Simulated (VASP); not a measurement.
## Cu: single point with PBE

Cu:

```
Cu
1.0
     1.30677   -4.25258    0.00000
     1.30677    4.25258    0.00000
     0.00000    0.00000    2.51421
Cu
2
Direct
  0.13404 0.86596 0.25000
  0.86596 0.13404 0.75000
```

This cell differs from its parent crystal: normal strain along x +0.0550, normal strain along y +0.0550.

```
Program             : VASP 6.6.1
Task                : single point
Functional          : PBE
Potentials or basis : VASP PAW PBE potentials, release 64 (Cu)
Cutoff              : 520 eV
k mesh              : 18 × 18 × 18
Occupations         : gaussian, width 0.15 eV
Spin                : no spin polarisation
```

```yaml
Pressure: -9.3 GPa
Largest_force: 0.109 eV/Å
Band_gap_on_the_k_mesh: zero (bands 11 and 12 overlap by 5.36 eV)
```

Forces on the atoms (eV/Å):
```
Cu   0.000 -0.109  0.000
Cu   0.000  0.109  0.000
```

Stress tensor (GPa, compression positive):
```
-11.76   0.00   0.00
  0.00 -11.03   0.00
  0.00   0.00  -5.07
```

Levels at points of the mesh, in eV from the Fermi level:
| k point | band 9 | band 10 | band 11 | band 12 | band 13 | band 14 |
| --- | --- | --- | --- | --- | --- | --- |
| (0.00, 0.00, 0.00) | -1.65 | -1.55 | -1.37 | 0.02 | 3.68 | 15.12 |
| (0.50, 0.00, 0.00) | -1.82 | -1.51 | -0.56 | 0.73 | 2.06 | 5.55 |
| (0.50, 0.50, 0.00) | -1.94 | -1.71 | -1.48 | -1.46 | 11.73 | 13.24 |
| (0.00, 0.00, 0.50) | -1.64 | -1.64 | 0.21 | 0.21 | 7.56 | 7.56 |
| (0.50, 0.00, 0.50) | -1.20 | -1.20 | 3.61 | 3.61 | 6.87 | 6.87 |
| (0.50, 0.50, 0.50) | -1.39 | -1.39 | -0.31 | -0.31 | 3.43 | 3.43 |

Run time: 13 min on 1 thread of Intel(R) Xeon(R) Platinum 8259CL CPU @ 2.50GHz (Skylake/Cascade Lake), on a shared host, peak memory 0.47 GiB.

Caveat: the cell differs from its parent crystal (normal strain along x +0.0550, normal strain along y +0.0550); the stress differs along the axes, from -12 to -5 GPa.
